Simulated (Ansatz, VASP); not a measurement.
## AgBr in VASP and in Ansatz

```
Ag Br
1.0
     4.13040    0.00000    0.00000
    -2.06520    3.57703    0.00000
     0.00000    0.00000   10.11740
Ag Br
3 3
Direct
  0.00000 0.00000 0.00000
  0.33333 0.66667 0.33333
  0.66667 0.33333 0.66667
  0.66667 0.33333 0.16667
  0.00000 0.00000 0.50000
  0.33333 0.66667 0.83333
```

Alike in both runs: functional PBE; k mesh 12 × 12 × 4; occupations gaussian, width 0.02 eV; no spin polarisation.

Ansatz relaxed the structure, and its values are those at the end. VASP's run is a single point on that final structure, the one shown.

|  | VASP | Ansatz |
| --- | --- | --- |
| version | VASP 6.6.1 | Ansatz 0.2.0 |
| potentials or method | VASP PAW PBE potentials, release 64 (Ag, Br), cutoff 500 eV | scalar-relativistic, plane waves, PAW |
| valence electrons in the cell | 54 | 78 |

```tsv
	VASP	Ansatz	Ansatz less VASP
gap on the k mesh at the Fermi level (eV)	0.69	0.69	+0.001
least direct gap on the mesh (eV)	1.02	1.02	+0.001
pressure (GPa)	0.0	0.0	+0.04
```

With one functional, cell and mesh, what is left measures potentials, basis and numerics. VASP's potentials hold 54 valence electrons a cell and Ansatz's 78, so a difference there can come from the potentials and not from the codes.
